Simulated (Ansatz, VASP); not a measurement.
**One calculation of Nb, two programs**

```
CELL_PARAMETERS angstrom
0.00000 2.92854 2.92854
2.92854 0.00000 2.92854
2.92854 2.92854 0.00000
ATOMIC_POSITIONS crystal
Nb 0.50000 0.50000 0.50000
Nb 0.75000 0.75000 0.75000
```

Alike in both runs: functional r2SCAN; k mesh 6 × 6 × 6; occupations gaussian, width 0.1 eV; no spin polarisation.

Ansatz relaxed the structure, and its values are those at the end. VASP's run is a single point on that final structure, the one shown.

|  | VASP | Ansatz |
| --- | --- | --- |
| version | VASP 6.6.1 | Ansatz 0.2.0 |
| potentials or method | VASP PAW PBE potentials, release 64 (Nb_sv), cutoff 520 eV | scalar-relativistic, plane waves, PAW |
| valence electrons in the cell | 26 | 26 |

|  | VASP | Ansatz | Ansatz less VASP |
| --- | --- | --- | --- |
| gap on the k mesh at the Fermi level (eV) | none | none | - |
| pressure (GPa) | 0.1 | 0.1 | -0.05 |

VASP's potentials were made for PBE, not for r2SCAN. A gap of «none» marks a metal or a gap that the smearing closes. With one functional, cell and mesh, what is left measures potentials, basis and numerics.
